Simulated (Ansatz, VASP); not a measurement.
# Ta2Si2Ge in VASP and in Ansatz

```xyz
5
Lattice="3.0103 0.0000 0.0000 -1.5052 2.6070 0.0000 0.0000 0.0000 10.6930" Properties=species:S:1:pos:R:3 pbc="T T T"
Ta    0.0000    1.7380    7.5609
Ta    1.5052    0.8690    3.1322
Si    0.0000    0.0000    1.1598
Si    0.0000    0.0000    9.5332
Ge    0.0000    0.0000    5.3465
```

Alike in both runs: task relaxation of cell and atoms; functional PBE; k mesh 12 × 12 × 4; occupations gaussian, width 0.1 eV; no spin polarisation.

|  | VASP | Ansatz |
| --- | --- | --- |
| version | VASP 6.6.1 | Ansatz 0.2.0 |
| potentials or method | VASP PAW PBE potentials, release 64 (Ta_pv, Si, Ge_d), cutoff 600 eV | scalar-relativistic, plane waves, PAW |
| valence electrons in the cell | 44 | 48 |

|  | VASP | Ansatz | Ansatz less VASP |
| --- | --- | --- | --- |
| gap on the k mesh at the Fermi level, each at its own relaxed structure (eV) | none | none | - |
| relaxed volume (Å³/atom) | 16.80 | 16.78 | -0.016 |
| relaxed length of the cell vector where the two differ most in proportion (Å) | 3.013 | 3.012 | -0.0010 |

A gap of «none» marks a metal or a gap that the smearing closes. VASP's potentials hold 44 valence electrons a cell and Ansatz's 48, so a difference there can come from the potentials and not from the codes.

Spin-orbit coupling is off throughout.
